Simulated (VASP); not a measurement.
# GaOsC4N4 (P-43m) in VASP: a series of runs

Runs on GaOsC4N4. Level: PBE. Tasks: single point.

Program: VASP 6.6.1. These are calculated values, not measurements. Logs are shortened: lines on timing, memory, paths and dates and some standing lists are left out, and cuts for length are marked.

## (1) The cell of the first run

It takes space group P-43m (No. 215, cubic). Conventional cell: a = 5.832 Å, b = 5.832 Å, c = 5.832 Å, α = 90.00°, β = 90.00°, γ = 90.00°. Ga (site symmetry -43m) has 4 C at 1.90 Å within 2.5 Å. Within 2.6 Å of Os (site symmetry -43m) lie 4 N at 1.98 Å. Within 1.6 Å of C (site symmetry 3m) lie 1 N at 1.17 Å. N (site symmetry 3m) has 1 C at 1.17 Å within 1.6 Å.

## (2) Single point, PBE, collinear spin

File INCAR:

```
SYSTEM = GaOsC4N4
  ALGO = Normal
  EDIFF = 1E-7
  ENCUT = 520
  GGA = PE
  ISIF = 2
  ISMEAR = 0
  ISPIN = 2
  LASPH = .True.
  LCHARG = .False.
  LMAXMIX = 4
  LORBIT = 11
  LREAL = .False.
  LWAVE = .False.
  MAGMOM = 0 1 0 0 0 0 0 0 0 0
  NBANDS = 44
  NELM = 150
  PREC = Accurate
  SIGMA = 0.1
```

File KPOINTS:

```
k-points
0
Gamma
  4 4 4
  0 0 0
```

File POSCAR:

```
GaOsC4N4
1.0
    5.8323924200      0.0000000000      0.0000000000
    0.0000000000      5.8323924200      0.0000000000
    0.0000000000      0.0000000000      5.8323924200
Ga Os C N
1 1 4 4
Direct
    0.0000000000      0.0000000000      0.0000000000
    0.5000000000      0.5000000000      0.5000000000
    0.1876856100      0.1876856100      0.1876856100
    0.1876856100      0.8123143900      0.8123143900
    0.8123143900      0.1876856100      0.8123143900
    0.8123143900      0.8123143900      0.1876856100
    0.3035042600      0.3035042600      0.3035042600
    0.3035042600      0.6964957400      0.6964957400
    0.6964957400      0.3035042600      0.6964957400
    0.6964957400      0.6964957400      0.3035042600
```

Potentials or basis: VASP PAW PBE potentials, release 64 (Ga_d, Os, C, N).

Launch:

```sh
$ cat potpaw_PBE.64/Ga_d/POTCAR potpaw_PBE.64/Os/POTCAR potpaw_PBE.64/C/POTCAR potpaw_PBE.64/N/POTCAR > POTCAR
$ mpirun -np 1 vasp_std > vasp.out
```

OUTCAR:

```text
SYSTEM = GaOsC4N4
   EDIFF = 1E-7
   ENCUT = 520
   GGA = PE
   ISIF = 2
   ISMEAR = 0
   ISPIN = 2
   LASPH = .True.
   LORBIT = 11
   LREAL = .False.
   NELM = 150
   PREC = Accurate

 ion  position               nearest neighbor table
   1  0.000  0.000  0.000-   3 1.90   4 1.90   5 1.90   6 1.90
   2  0.500  0.500  0.500-   7 1.98   8 1.98   9 1.98  10 1.98
   3  0.188  0.188  0.188-   7 1.17   1 1.90
   4  0.188  0.812  0.812-   8 1.17   1 1.90
   5  0.812  0.188  0.812-   9 1.17   1 1.90
   6  0.812  0.812  0.188-  10 1.17   1 1.90
   7  0.304  0.304  0.304-   3 1.17   2 1.98
   8  0.304  0.696  0.696-   4 1.17   2 1.98
   9  0.696  0.304  0.696-   5 1.17   2 1.98
  10  0.696  0.696  0.304-   6 1.17   2 1.98

  LATTYP: Found a simple cubic cell.
 ALAT       =     5.8323924200

  Lattice vectors:

 A1 = (   5.8323924200,   0.0000000000,   0.0000000000)
 A2 = (   0.0000000000,   5.8323924200,   0.0000000000)
 A3 = (   0.0000000000,   0.0000000000,   5.8323924200)

Analysis of symmetry for initial positions (statically):
=====================================================================
 Subroutine PRICEL returns:
 Original cell was already a primitive cell.

 Routine SETGRP: Setting up the symmetry group for a
 simple cubic supercell.

 Subroutine GETGRP returns: Found 24 space group operations
 (whereof 24 operations were pure point group operations)
 out of a pool of 48 trial point group operations.

The static configuration has the point symmetry T_d .

Analysis of symmetry for dynamics (positions and initial velocities):
=====================================================================
 Subroutine PRICEL returns:
 Original cell was already a primitive cell.

 Routine SETGRP: Setting up the symmetry group for a
 simple cubic supercell.

 Subroutine GETGRP returns: Found 24 space group operations
 (whereof 24 operations were pure point group operations)
 out of a pool of 48 trial point group operations.

The dynamic configuration has the point symmetry T_d .

Analysis of structural, dynamic, and magnetic symmetry:
=====================================================================
 Subroutine PRICEL returns:
 Original cell was already a primitive cell.

 Routine SETGRP: Setting up the symmetry group for a
 simple cubic supercell.

 Subroutine GETGRP returns: Found 24 space group operations
 (whereof 24 operations were pure point group operations)
[... 151 lines left out ...]

 E-fermi :   0.6691     XC(G=0):  -7.5167

 val. band max:        0.4976970626   @ k =   0.5000   0.5000   0.0000
 cond. band min:       0.8190064982   @ k =   0.0000   0.0000   0.0000
 fundamental gap:      0.3213094356
 Fermi energy:         0.6691454183

 spin component 1

 k-point     1 :       0.0000    0.0000    0.0000
  band No.  band energies     occupation
      1     -18.5889      1.00000
      2     -18.4322      1.00000
      3     -18.4322      1.00000
      4     -18.4322      1.00000
      5     -15.2038      1.00000
      6     -15.2038      1.00000
[... 419 lines left out ...]
     39       5.7020      0.00000
     40       6.7790      0.00000
 Fermi energy:         0.6691454183

 spin component 2

 k-point     1 :       0.0000    0.0000    0.0000
  band No.  band energies     occupation
      1     -18.4945      1.00000
      2     -18.3422      1.00000
      3     -18.3422      1.00000
      4     -18.3422      1.00000
      5     -15.1908      1.00000
      6     -15.1908      1.00000
[... 419 lines left out ...]
     39       6.3964      0.00000
     40       6.8855      0.00000
 [bands above 40 left out]

------------------------ aborting loop because EDIFF is reached ----------------------------------------

  FORCE on cell =-STRESS in cart. coord.  units (eV):
  Direction    XX          YY          ZZ          XY          YZ          ZX
  --------------------------------------------------------------------------------------
  -------------------------------------------------------------------------------------
  Total        4.1940580      4.1940580      4.1940580     -0.0000000     -0.0000000     -0.0000000
  in kB       33.8691898     33.8691898     33.8691898     -0.0000000     -0.0000000     -0.0000000
  external PRESSURE =      33.8691898 kB  Pullay stress =       0.0000000 kB

 VOLUME and BASIS-vectors are now :
 -----------------------------------------------------------------------------
  energy-cutoff  :      520.00
  volume of cell :      198.40
      direct lattice vectors                 reciprocal lattice vectors
     5.832392420  0.000000000  0.000000000     0.171456227  0.000000000  0.000000000
     0.000000000  5.832392420  0.000000000     0.000000000  0.171456227  0.000000000
     0.000000000  0.000000000  5.832392420     0.000000000  0.000000000  0.171456227

 POSITION                                       TOTAL-FORCE (eV/Angst)
 -----------------------------------------------------------------------------------
      0.00000      0.00000      0.00000        -0.000000     -0.000000     -0.000000
      2.91620      2.91620      2.91620        -0.000000     -0.000000     -0.000000
      1.09466      1.09466      1.09466         0.112350      0.112350      0.112350
      1.09466      4.73774      4.73774         0.112350     -0.112350     -0.112350
      4.73774      1.09466      4.73774        -0.112350      0.112350     -0.112350
      4.73774      4.73774      1.09466        -0.112350     -0.112350      0.112350
      1.77016      1.77016      1.77016         0.566437      0.566437      0.566437
      1.77016      4.06224      4.06224         0.566437     -0.566437     -0.566437
      4.06224      1.77016      4.06224        -0.566437      0.566437     -0.566437
      4.06224      4.06224      1.77016        -0.566437     -0.566437      0.566437
 -----------------------------------------------------------------------------------
    total drift:                               -0.000000     -0.000000     -0.000000

  FREE ENERGIE OF THE ION-ELECTRON SYSTEM (eV)
  ---------------------------------------------------
  free  energy   TOTEN  =       -77.1550929524 eV

  energy  without entropy=      -77.1547961428  energy(sigma->0) =      -77.15494455

 total charge

# of ion       s       p       d       tot
------------------------------------------
    1        0.795   1.117  10.158  12.070
    2        0.517   0.726   6.030   7.272
    3        0.938   1.700   0.000   2.638
    4        0.938   1.700   0.000   2.638
    5        0.938   1.700   0.000   2.638
    6        0.938   1.700   0.000   2.638
    7        1.290   2.588   0.000   3.878
    8        1.290   2.588   0.000   3.878
    9        1.290   2.588   0.000   3.878
   10        1.290   2.588   0.000   3.878
--------------------------------------------------
tot         10.226  18.993  16.187  45.406

 magnetization (x)

# of ion       s       p       d       tot
------------------------------------------
    1       -0.003  -0.005   0.020   0.012
    2        0.019   0.204   1.538   1.760
    3        0.012   0.104   0.000   0.116
    4        0.012   0.104   0.000   0.116
    5        0.012   0.104   0.000   0.116
    6        0.012   0.104   0.000   0.116
    7        0.007  -0.014   0.000  -0.007
    8        0.007  -0.014   0.000  -0.007
    9        0.007  -0.014   0.000  -0.007
   10        0.007  -0.014   0.000  -0.007
--------------------------------------------------
tot          0.093   0.556   1.558   2.206
```

OSZICAR:

```text
N       E                     dE             d eps       ncg     rms          rms(c)
DAV:   1     0.498036180731E+03    0.49804E+03   -0.25096E+04  1936   0.133E+03
DAV:   2    -0.489605383456E+01   -0.50293E+03   -0.46689E+03  2032   0.396E+02
DAV:   3    -0.835302621713E+02   -0.78634E+02   -0.76347E+02  2176   0.138E+02
[... 11 lines left out ...]
DAV:  15    -0.771550909613E+02   -0.26353E-04   -0.39415E-05  2028   0.421E-02    0.446E-02
DAV:  16    -0.771550914485E+02   -0.48723E-06   -0.10602E-05  2320   0.179E-02    0.291E-02
DAV:  17    -0.771550928308E+02   -0.13823E-05   -0.43798E-06  1952   0.101E-02    0.517E-03
DAV:  18    -0.771550929467E+02   -0.11589E-06   -0.16023E-07  1916   0.255E-03    0.458E-03
DAV:  19    -0.771550929524E+02   -0.57771E-08   -0.28183E-08  1232   0.108E-03
   1 F= -.77155093E+02 E0= -.77154945E+02  d E =-.296810E-03  mag=     2.9984
```

It took 7.1 min on 1 thread of Intel Xeon 8259CL, shared host; peak memory 0.49 GiB.

What came out:

* Free energy: -77.1551 eV
* Pressure: 3.4 GPa
* Largest force: 0.981 eV/Å
* Band gap on the k mesh: 0.32 eV (least direct gap 0.74 eV)
* Net moment: 3.00 μB per cell
* Site moments: Ga +0.01; Os +1.76; C +0.12; N -0.01 μB
* Valence electrons inside the program's atomic spheres: Ga 12.07; Os 7.27; C 2.64; N 3.88

Forces in eV/Å, atoms in the order of the input:
```
Ga   0.000  0.000  0.000
Os   0.000  0.000  0.000
C    0.112  0.112  0.112
C    0.112 -0.112 -0.112
C   -0.112  0.112 -0.112
C   -0.112 -0.112  0.112
N    0.566  0.566  0.566
N    0.566 -0.566 -0.566
N   -0.566  0.566 -0.566
N   -0.566 -0.566  0.566
```

Caveat: the cell stands under pressure; spin-orbit coupling is left out, which moves the levels of the heavy elements. A k mesh can miss the band edges.

## (3) Single point, PBE, collinear spin

This run uses another cell than the first one, of 20.51 Å³/atom.

File INCAR:

```
SYSTEM = GaOsC4N4
ALGO = Normal
EDIFF = 1E-7
ENCUT = 520
GGA = PE
ISIF = 2
ISMEAR = 0
ISPIN = 2
LASPH = .TRUE.
LCHARG = .FALSE.
LMAXMIX = 4
LORBIT = 11
LREAL = .FALSE.
LWAVE = .FALSE.
MAGMOM = 0 1 0 0 0 0 0 0 0 0
NBANDS = 44
NELM = 150
PREC = Accurate
SIGMA = 0.1
```

File KPOINTS:

```
k-points
0
G
  4 4 4
  0 0 0
```

File POSCAR:

```
GaOsC4N4
1.0
    5.8973432555      0.0000000000      0.0000000000
    0.0000000000      5.8973432555      0.0000000000
    0.0000000000      0.0000000000      5.8973432555
Ga Os C N
1 1 4 4
Direct
    0.0000000000      0.0000000000      0.0000000000
    0.5000000000      0.5000000000      0.5000000000
    0.1918318075      0.1918318075      0.1918318075
    0.1918318075      0.8081681925      0.8081681925
    0.8081681925      0.1918318075      0.8081681925
    0.8081681925      0.8081681925      0.1918318075
    0.3070046654      0.3070046654      0.3070046654
    0.3070046654      0.6929953346      0.6929953346
    0.6929953346      0.3070046654      0.6929953346
    0.6929953346      0.6929953346      0.3070046654
```

Potentials or basis: VASP PAW PBE potentials, release 64 (Ga_d, Os, C, N).

Launch:

```sh
$ cat potpaw_PBE.64/Ga_d/POTCAR potpaw_PBE.64/Os/POTCAR potpaw_PBE.64/C/POTCAR potpaw_PBE.64/N/POTCAR > POTCAR
$ mpirun -np 1 vasp_std > vasp.out
```

It took 5.8 min on 1 thread of Intel Xeon 8259CL, shared host; peak memory 0.49 GiB.

The run converged. Its results:

| Quantity | Value |
| --- | --- |
| Free energy | -77.3127 eV |
| Pressure | 0.7 GPa |
| Largest force | 0.307 eV/Å |
| Band gap on the k mesh | 0.31 eV (least direct gap 0.71 eV) |
| Net moment | 3.00 μB per cell |
| Site moments | Ga +0.01; Os +1.72; C +0.12; N -0.01 μB |
| Valence electrons inside the program's atomic spheres | Ga 11.86; Os 7.33; C 2.60; N 3.87 |

Forces on the atoms (eV/Å):
```
Ga   0.000  0.000  0.000
Os   0.000  0.000  0.000
C   -0.177 -0.177 -0.177
C   -0.177  0.177  0.177
C    0.177 -0.177  0.177
C    0.177  0.177 -0.177
N    0.116  0.116  0.116
N    0.116 -0.116 -0.116
N   -0.116  0.116 -0.116
N   -0.116 -0.116  0.116
```

Levels at points of the mesh, in eV from the valence-band top:
Spin up:
```tsv
k point	band 26	band 27	band 28	band 29	band 30	band 31	band 32	band 33	band 34	band 35
(0.00, 0.00, 0.00)	-1.52	-1.52	-0.67	-0.67	-0.67	3.02	3.10	3.10	3.10	3.55
(0.50, 0.00, 0.00)	-1.51	-1.25	-0.31	-0.14	-0.14	2.21	2.21	2.59	2.96	3.27
(0.50, 0.50, 0.00)	-1.47	-1.25	-0.37	0.00	0.00	2.16	2.16	2.73	2.89	3.14
(0.50, 0.50, 0.50)	-1.43	-1.43	-0.37	-0.37	-0.37	2.95	2.95	2.95	3.66	3.66
```
Spin down:
```tsv
k point	band 24	band 25	band 26	band 27	band 28	band 29	band 30	band 31
(0.00, 0.00, 0.00)	-4.70	-4.70	-0.91	-0.91	0.31	0.31	0.31	3.23
(0.50, 0.00, 0.00)	-4.62	-4.62	-0.91	-0.62	0.79	0.94	0.94	2.54
(0.50, 0.50, 0.00)	-4.64	-4.64	-0.87	-0.63	0.71	1.18	1.18	2.37
(0.50, 0.50, 0.50)	-4.60	-4.60	-0.82	-0.82	0.68	0.68	0.68	3.44
```

Caveat: spin-orbit coupling is left out, which moves the levels of the heavy elements. A k mesh can miss the band edges.
